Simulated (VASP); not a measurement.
Write the native input for VASP 6.6.1 that does the following.

```
Task                   : single point
Functional             : RPBE
Potentials or basis    : VASP PAW PBE potentials, release 64 (Ba_sv)
Cutoff                 : 520 eV
k mesh                 : 9 × 9 × 9
Occupations            : fermi-dirac, width 0.1 eV
Spin                   : no spin polarisation
Dipole correction      : no
Further INCAR settings : ALGO = Normal; EDIFF = 1e-07; NBANDS = 11
```

The structure of Ba lies in POSCAR:

```
Ba
1.0
   -2.5756126701      2.5756126701      2.5756126701
    2.5756126701     -2.5756126701      2.5756126701
    2.5756126701      2.5756126701     -2.5756126701
Ba
1
Direct
    0.0000000000      0.0000000000      0.0000000000
```

The input as run:

INCAR

```
SYSTEM = Ba
PREC = Accurate
ENCUT = 520
EDIFF = 1E-7
ISMEAR = -1
SIGMA = 0.1
LREAL = .False.
LASPH = .True.
NELM = 80
ALGO = Normal
ISIF = 2
LWAVE = .False.
LCHARG = .False.
GGA = RP
NBANDS = 11
```

KPOINTS

```
Automatic mesh
0
Gamma
  9 9 9
  0 0 0
```

Potentials or basis: VASP PAW PBE potentials, release 64 (Ba_sv).

Run with:

```sh
$ cat potpaw_PBE.64/Ba_sv/POTCAR > POTCAR
$ mpirun -np 1 vasp_std > vasp.out
```

It gave:

The pressure is 0.1 GPa. The band gap on the k mesh is zero (bands 5 and 6 overlap by 0.74 eV).

Caveat: the PAW data sets were made with another functional, which shifts forces and pressure a little; spin-orbit coupling is left out, which moves the levels of the heavy elements.

Wall time 29 s on 1 thread of Intel Xeon 8259CL, with other jobs on the host, peak memory 0.21 GiB.
